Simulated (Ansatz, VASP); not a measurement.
# Ga: VASP beside Ansatz

```
Ga
1.0
     2.26150   -3.83050    0.00000
     2.26150    3.83050    0.00000
     0.00000    0.00000    4.52400
Ga
4
Direct
  0.35757 0.64982 0.41385
  0.14332 0.83858 0.91636
  0.65595 0.34610 0.59843
  0.85130 0.16278 0.08640
```

Change from the starting cell: atoms moved at random, drawn with an rms of 0.05 Å.

Alike in both runs: task single point; functional PBEsol; k mesh 7 × 7 × 6; occupations fermi-dirac, width 0.05 eV; no spin polarisation.

```csv
,VASP,Ansatz
version,VASP 6.6.1,Ansatz 0.2.0
potentials or method,"VASP PAW PBE potentials, release 64 (Ga_d)",Ansatz PAW
plane-wave cutoff (eV),520,420
valence electrons in the cell,52,52
```

```tsv
	VASP	Ansatz	Ansatz less VASP
gap on the k mesh at the Fermi level (eV)	none	none	-
pressure (GPa)	-1.4	-1.5	-0.07
traceless stress, the component that is largest in VASP (GPa)	0.82	0.84	+0.015
rms of the force components (eV/Å)	0.206	0.208	+0.0022
```

VASP's potentials were made for PBE, not for PBEsol. Atom by atom the forces differ by 0.003 eV/Å (rms over components). A gap of «none» marks a metal or a gap that the smearing closes.
